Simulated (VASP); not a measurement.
# HgTe (Cmcm) in VASP: further runs, part 2 of 2

VASP 6.6.1. The steps go on from the part before.

## (5) Single point, LDA (volume scaled by 1.04)

INCAR

```
ALGO = Normal
EDIFF = 1E-7
ENCUT = 520
GGA = CA
ISIF = 2
ISMEAR = -1
LASPH = True
LCHARG = False
LREAL = False
LWAVE = False
NBANDS = 26
NELM = 80
PREC = Accurate
SIGMA = 0.05
```

KPOINTS

```
k-points
0
Gamma
  6 6 5
```

POSCAR

```
HgTe
1.0
    3.0318977528     -3.5125517187      0.0000000000
    3.0318977528      3.5125517187      0.0000000000
    0.0000000000      0.0000000000      5.8744572894
Hg Te
2 2
Direct
    0.6569500000      0.3430500000      0.2500000000
    0.3430500000      0.6569500000      0.7500000000
    0.2151910000      0.7848090000      0.2500000000
    0.7848090000      0.2151910000      0.7500000000
```

Launch:

```
$ cat potpaw_LDA.64/Hg/POTCAR potpaw_LDA.64/Te/POTCAR > POTCAR
$ mpirun -np 1 vasp_std > vasp.out
```

Run time: 1.8 min. Hardware: 1 thread of Intel Xeon 6975P-C, shared host; peak memory 0.27 GiB.

It converged, with:

```yaml
Free_energy: -9.3383 eV
Pressure: -5.9 GPa
Largest_force: 0.350 eV/Å
Band_gap_on_the_k_mesh: zero (band 18 reaches 3.56 eV, above the bottom of band 19 at 1.67 eV)
```

Forces on the atoms (eV/Å):
```
Hg   0.000  0.025  0.000
Hg   0.000 -0.025  0.000
Te   0.000 -0.350  0.000
Te   0.000  0.350  0.000
```

Stress tensor (GPa, compression positive):
```
-6.39  0.00  0.00
 0.00 -5.03  0.00
 0.00  0.00 -6.42
```

Levels at points of the mesh, in eV from the Fermi level:
| k point | band 16 | band 17 | band 18 | band 19 | band 20 | band 21 |
| --- | --- | --- | --- | --- | --- | --- |
| (0.00, 0.00, 0.00) | -2.29 | -0.86 | -0.45 | -0.30 | -0.02 | 4.20 |
| (0.50, 0.00, 0.00) | -1.74 | -0.72 | -0.41 | 1.43 | 2.41 | 2.96 |
| (0.50, 0.50, 0.00) | -1.88 | -1.62 | -1.57 | -1.54 | -1.25 | 3.38 |

Caveat: spin-orbit coupling is left out, which moves the levels of the heavy elements.

## (6) Single point, LDA (volume scaled by 1.06)

INCAR

```
PREC = Accurate
ENCUT = 520
EDIFF = 1E-6
ISMEAR = -1
SIGMA = 0.05
LREAL = False
LASPH = True
NELM = 60
ALGO = Normal
ISIF = 2
LWAVE = False
LCHARG = True
GGA = CA
LELF = True
LVHAR = True
NBANDS = 26
```

KPOINTS

```
Automatic mesh
0
Gamma
  6 6 5
```

POSCAR

```
HgTe
1.0
    3.0512097241     -3.5349252628      0.0000000000
    3.0512097241      3.5349252628      0.0000000000
    0.0000000000      0.0000000000      5.9118752236
Hg Te
2 2
Direct
    0.6569500000      0.3430500000      0.2500000000
    0.3430500000      0.6569500000      0.7500000000
    0.2151910000      0.7848090000      0.2500000000
    0.7848090000      0.2151910000      0.7500000000
```

Potentials or basis: VASP PAW LDA potentials, release 64 (Hg, Te).

Launch:

```
$ cat potpaw_LDA.64/Hg/POTCAR potpaw_LDA.64/Te/POTCAR > POTCAR
$ mpirun -np 1 vasp_std > vasp.out
```

OUTCAR:

```text
PREC = Accurate
   ENCUT = 520
   EDIFF = 1E-6
   ISMEAR = -1
   LREAL = False
   LASPH = True
   NELM = 60
   ISIF = 2
   GGA = CA

 ion  position               nearest neighbor table
   1  0.657  0.343  0.250-   3 3.08   3 3.08   4 3.09   4 3.09   3 3.12   2 3.70   2 3.70
   2  0.343  0.657  0.750-   4 3.08   4 3.08   3 3.09   3 3.09   4 3.12   1 3.70   1 3.70
   3  0.215  0.785  0.250-   1 3.08   1 3.08   2 3.09   2 3.09   1 3.12
   4  0.785  0.215  0.750-   2 3.08   2 3.08   1 3.09   1 3.09   2 3.12

  LATTYP: Found a base centered orthorhombic cell.
 ALAT       =     6.1024194482
 B/A-ratio  =     1.1585323798
 C/A-ratio  =     0.9687756264

  Lattice vectors:

 A1 = (   3.0512097241,  -3.5349252628,   0.0000000000)
 A2 = (   3.0512097241,   3.5349252628,   0.0000000000)
 A3 = (   0.0000000000,   0.0000000000,   5.9118752236)

Analysis of symmetry for initial positions (statically):
=====================================================================
 Subroutine PRICEL returns:
 Original cell was already a primitive cell.

 Routine SETGRP: Setting up the symmetry group for a
 base centered orthorhombic supercell.

 Subroutine GETGRP returns: Found  8 space group operations
 (whereof  4 operations were pure point group operations)
 out of a pool of  8 trial point group operations.

The static configuration has the point symmetry C_2h.
 The point group associated with its full space group is D_2h.

Analysis of symmetry for dynamics (positions and initial velocities):
=====================================================================
 Subroutine PRICEL returns:
 Original cell was already a primitive cell.

 Routine SETGRP: Setting up the symmetry group for a
 base centered orthorhombic supercell.
[... 123 lines left out ...]
   EMIN   =  10.00;   EMAX   =-10.00  energy-range for DOS
   EFERMI =   0.00;   METHOD = LEGACY
   ISMEAR =    -1;   SIGMA  =   0.05  broadening in eV -4-tet -1-fermi 0-gaus
   EFERMI_NEDOS =   21; number of points for ismear=-14 and -15
   IALGO  =     38    algorithm
   IMIX   =      4    mixing-type and parameters
     AMIX     =   0.40;   BMIX     =  1.00
     AMIX_MAG =   1.60;   BMIX_MAG =  1.00
  volume/ion in A,a.u.               =      31.88       215.15
  Fermi-wavevector in a.u.,A,eV,Ry     =   1.073923  2.029420 15.691744  1.153311
  Thomas-Fermi vector in A             =   2.209736
   LORBIT       =      0    0 simple, 1 ext, 2 COOP (PROOUT), +10 PAW based schemes
   GGA     = CA    functional components
   LHFCALC =     F    Hartree Fock is set to
   AEXX    =    0.0000 exact exchange contribution
   IVDW    =     0    specifies the selected vdW correction
   LEPSILON=     F    determine dielectric tensor
   LRPA    =     F    only Hartree local field effects (RPA)
 non-spin polarized calculation
  energy-cutoff  :      520.00
  volume of cell :      127.53
 maximum number of plane-waves:      3460
   NGX = 17   NGY = 17   NGZ = 21

 number of electron      35.9999997 magnetization

 Free energy of the ion-electron system (eV)
  ---------------------------------------------------
  ext. energy  EPLUGINS =         0.00000000
  ---------------------------------------------------
  free energy    TOTEN  =        -9.24593866 eV

  energy without entropy =       -9.23132360  energy(sigma->0) =       -9.23863113

 E-fermi :   3.0154     XC(G=0):  -9.5961

 val. band max:        2.9928482545   @ k =   0.0000   0.0000   0.0000
 cond. band min:       3.0696911682   @ k =   0.3333   0.1667   0.4000
 fundamental gap:      0.0768429137
 Fermi energy:         3.0154377787

 k-point     1 :       0.0000    0.0000    0.0000
  band No.  band energies     occupation
      1      -8.4246      2.00000
      2      -7.4626      2.00000
      3      -3.5203      2.00000
      4      -3.4344      2.00000
      5      -3.4064      2.00000
      6      -3.3530      2.00000
[... 685 lines left out ...]
     25      10.6298      0.00000
     26      10.9240      0.00000

 [... further k-points ...]

------------------------ aborting loop because EDIFF is reached ----------------------------------------

  FORCE on cell =-STRESS in cart. coord.  units (eV):
  Direction    XX          YY          ZZ          XY          YZ          ZX
  --------------------------------------------------------------------------------------
  -------------------------------------------------------------------------------------
  Total       -5.5165180     -4.2814224     -5.5305984      0.0000000      0.0000000      0.0000000
  in kB      -69.3055594    -53.7887075    -69.4824548      0.0000000      0.0000000      0.0000000
  external PRESSURE =     -64.1922406 kB  Pullay stress =       0.0000000 kB

 VOLUME and BASIS-vectors are now :
 -----------------------------------------------------------------------------
  energy-cutoff  :      520.00
  volume of cell :      127.53
      direct lattice vectors                 reciprocal lattice vectors
     3.051209724 -3.534925263  0.000000000     0.163869431 -0.141445706  0.000000000
     3.051209724  3.534925263  0.000000000     0.163869431  0.141445706  0.000000000
     0.000000000  0.000000000  5.911875224     0.000000000  0.000000000  0.169151067

 POSITION                                       TOTAL-FORCE (eV/Angst)
 -----------------------------------------------------------------------------------
      3.05121     -1.10961      1.47797         0.000000      0.035323      0.000000
      3.05121      1.10961      4.43391         0.000000     -0.035323      0.000000
      3.05121      2.01356      1.47797         0.000000     -0.388213      0.000000
      3.05121     -2.01356      4.43391         0.000000      0.388213      0.000000
 -----------------------------------------------------------------------------------
    total drift:                               -0.000000      0.000000     -0.000000

  FREE ENERGIE OF THE ION-ELECTRON SYSTEM (eV)
  ---------------------------------------------------
  free  energy   TOTEN  =        -9.2459386607 eV

  energy  without entropy=       -9.2313235957  energy(sigma->0) =       -9.23863113
```

OSZICAR:

```text
N       E                     dE             d eps       ncg     rms          rms(c)
DAV:   1     0.231051418791E+03    0.23105E+03   -0.15717E+04  2028   0.121E+03
DAV:   2     0.225697823331E+01   -0.22879E+03   -0.21957E+03  2182   0.281E+02
DAV:   3    -0.949639583420E+01   -0.11753E+02   -0.11594E+02  2388   0.635E+01
DAV:   4    -0.964042432607E+01   -0.14403E+00   -0.14388E+00  2498   0.626E+00
DAV:   5    -0.964218055288E+01   -0.17562E-02   -0.17562E-02  2404   0.683E-01    0.797E+00
DAV:   6    -0.926542895183E+01    0.37675E+00   -0.88310E-01  2146   0.908E+00    0.639E+00
DAV:   7    -0.925172440839E+01    0.13705E-01   -0.17747E-01  2212   0.214E+00    0.258E+00
DAV:   8    -0.924652424647E+01    0.52002E-02   -0.18773E-02  2120   0.124E+00    0.406E-01
DAV:   9    -0.924593738829E+01    0.58686E-03   -0.27217E-03  2266   0.450E-01    0.681E-02
DAV:  10    -0.924593499046E+01    0.23978E-05   -0.18716E-04  2160   0.124E-01    0.517E-02
DAV:  11    -0.924594353069E+01   -0.85402E-05   -0.47093E-05  2278   0.476E-02    0.221E-02
DAV:  12    -0.924593848841E+01    0.50423E-05   -0.20607E-05  2102   0.406E-02    0.149E-02
DAV:  13    -0.924593866071E+01   -0.17229E-06   -0.18136E-06  1744   0.622E-03
   1 F= -.92459387E+01 E0= -.92386311E+01  d E =-.146151E-01
```

stdout:

```text
POSCAR found type information on POSCAR HgTe
 POSCAR found :  2 types and       4 ions
 scaLAPACK will be used
 LDA part: xc-table for (Slater(with rela. corr.)+CA(PZ))
 , standard interpolation
 POSCAR, INCAR and KPOINTS ok, starting setup
 FFT: planning ... GRIDC
 FFT: planning ... GRID_SOFT
 FFT: planning ... GRID
 WAVECAR not read
 entering main loop
```

It took 1.8 min on 1 thread of Intel Xeon 6975P-C, shared host; peak memory 0.27 GiB.

What came out:

- Free energy: -9.2459 eV
- Pressure: -6.4 GPa
- Largest force: 0.388 eV/Å
- Band gap on the k mesh: zero (band 18 reaches 3.35 eV, above the bottom of band 19 at 1.53 eV)

Forces in eV/Å, atoms in the order of the input:
```
Hg   0.000  0.035  0.000
Hg   0.000 -0.035  0.000
Te   0.000 -0.388  0.000
Te   0.000  0.388  0.000
```

Stress tensor (GPa, compression positive):
```
-6.93  0.00  0.00
 0.00 -5.38  0.00
 0.00  0.00 -6.95
```

Levels at points of the mesh, in eV from the Fermi level:
| k point | band 14 | band 15 | band 16 | band 17 | band 18 | band 19 | band 20 | band 21 | band 22 | band 23 |
| --- | --- | --- | --- | --- | --- | --- | --- | --- | --- | --- |
| (0.00, 0.00, 0.00) | -2.52 | -2.50 | -2.23 | -0.83 | -0.46 | -0.30 | -0.02 | 4.22 | 5.13 | 6.13 |
| (0.50, 0.00, 0.00) | -3.61 | -2.10 | -1.70 | -0.71 | -0.39 | 1.41 | 2.36 | 2.96 | 4.34 | 5.01 |
| (0.50, 0.50, 0.00) | -3.61 | -1.90 | -1.84 | -1.57 | -1.52 | -1.49 | -1.22 | 3.41 | 5.38 | 6.69 |

Caveat: spin-orbit coupling is left out, which moves the levels of the heavy elements.

## (7) Overview

```tsv
level	potentials or basis	cell	gap on the mesh (eV)	pressure (GPa)	largest force (eV/Å)
LDA	VASP PAW LDA potentials, release 64 (Hg, Te)	a = 4.580, b = 4.580, c = 5.798 Å, angles 90.0, 90.0, 98.4°, 4 atoms	none	-4.8	0.26
r2SCAN	VASP PAW PBE potentials, release 64 (Hg, Te)	a = 4.580, b = 4.580, c = 5.798 Å, angles 90.0, 90.0, 98.4°, 4 atoms	none	-1.3	0.17
LDA	VASP PAW LDA potentials, release 64 (Hg, Te)	a = 4.610, b = 4.610, c = 5.837 Å, angles 90.0, 90.0, 98.4°, 4 atoms	none	-5.4	0.31
LDA	VASP PAW LDA potentials, release 64 (Hg, Te)	a = 4.640, b = 4.640, c = 5.874 Å, angles 90.0, 90.0, 98.4°, 4 atoms	none	-5.9	0.35
LDA	VASP PAW LDA potentials, release 64 (Hg, Te)	a = 4.670, b = 4.670, c = 5.912 Å, angles 90.0, 90.0, 98.4°, 4 atoms	none	-6.4	0.39
```

Alike in all rows: task single point; no spin polarisation; k mesh 6 × 6 × 5; cutoff (eV) 520; smearing fermi-dirac 0.05 eV.

Caveats: spin-orbit coupling is left out, which moves the levels of the heavy elements; the PAW data sets were made with another functional, which shifts forces and pressure a little (some runs).

Total energies depend on the potentials used, so only differences within one code and one set of settings carry meaning.
